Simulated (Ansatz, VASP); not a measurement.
## MgI2: VASP beside Ansatz

INCAR

```
PREC = Accurate
ENCUT = 520
EDIFF = 1E-6
ISMEAR = 0
SIGMA = 0.02
LREAL = False
LASPH = True
NELM = 100
ALGO = Normal
ISIF = 2
LWAVE = False
LCHARG = True
LDIPOL = True
IDIPOL = 3
DIPOL = 0.5 0.5 0.271
GGA = PE
IVDW = 12
LELF = True
LVHAR = True
LVACPOTAV = True
NBANDS = 25
```

Contents of KPOINTS:

```
Automatic mesh
0
Gamma
  6 6 1
```

Contents of POSCAR:

```
MgI2
1.0
    4.1291188703      0.0000000000      0.0000000000
   -2.0645594352      3.5759218369      0.0000000000
    0.0000000000      0.0000000000     44.2065077502
Mg I
2 4
Direct
    0.0000000000      0.0000000000      0.1937108990
    0.3333333333      0.6666666667      0.3491955920
    0.3333333333      0.6666666667      0.2316594064
    0.6666666667      0.3333333333      0.1556767468
    0.6666666667      0.3333333333      0.3872297441
    0.0000000000      0.0000000000      0.3112470845
```

Input for Ansatz:

```yaml
crystal:
  lattice:
    - [4.1291188703, 0.0, 0.0]
    - [-2.0645594352, 3.5759218369, 0.0]
    - [0.0, 0.0, 44.2065077502]
  atoms:
    - { symbol: Mg, position: [0.0, 0.0, 0.193710899] }
    - { symbol: Mg, position: [0.3333333333, 0.6666666667, 0.349195592] }
    - { symbol: I, position: [0.3333333333, 0.6666666667, 0.2316594064] }
    - { symbol: I, position: [0.6666666667, 0.3333333333, 0.1556767468] }
    - { symbol: I, position: [0.6666666667, 0.3333333333, 0.3872297441] }
    - { symbol: I, position: [0.0, 0.0, 0.3112470845] }
  periodic: [true, true, false]
basis:
  ecutwfc: 420
kpoints:
  mp_grid: { grid: [6, 6, 1] }
  band_path:
    path:
      - [0.0, 0.0, 0.0]
      - [0.5, 0.0, 0.0]
      - [0.33333333, 0.33333333, 0.0]
      - [0.0, 0.0, 0.0]
    npoints: 14
hamiltonian:
  xc: pbe
  dispersion: d3bj
scf:
  occupations: { method: gaussian, width: 0.02 }
  n_extra_bands: 15
output:
  forces: true
  stress: true
  eigenvalues: true
  populations: true
  dos: { projected: true, de: 0.02, nscf_kmesh: { grid: [9, 9, 1] } }
  bader: true
  write_density: true
  write_potential: true
  elf: true
  volumetric_format: npy
```

Alike in both runs: task single point; functional PBE; dispersion D3(BJ); k mesh 6 × 6 × 1; occupations gaussian, width 0.02 eV; no spin polarisation.

```csv
,VASP,Ansatz
version,VASP 6.6.1,Ansatz 0.2.0
potentials or method,"VASP PAW PBE potentials, release 64 (Mg, I), cutoff 520 eV","scalar-relativistic, plane waves, PAW"
valence electrons in the cell,32,88
```

VASP gave:

```
gap on the k mesh at the Fermi level (eV) : 3.44
least direct gap on the mesh (eV)         : 3.88
rms of the force components (eV/Å)        : 0.004
```

**Question.** What did Ansatz give for the same quantities?

**Answer.** gap on the k mesh at the Fermi level (eV): 3.45; least direct gap on the mesh (eV): 3.90; rms of the force components (eV/Å): 0.001.

Atom by atom the forces differ by 0.005 eV/Å (rms over components). VASP's potentials hold 32 valence electrons a cell and Ansatz's 88, so a difference there can come from the potentials and not from the codes. Ansatz's warnings: xc potential rough in thin density.

Neither program's run includes spin-orbit coupling.
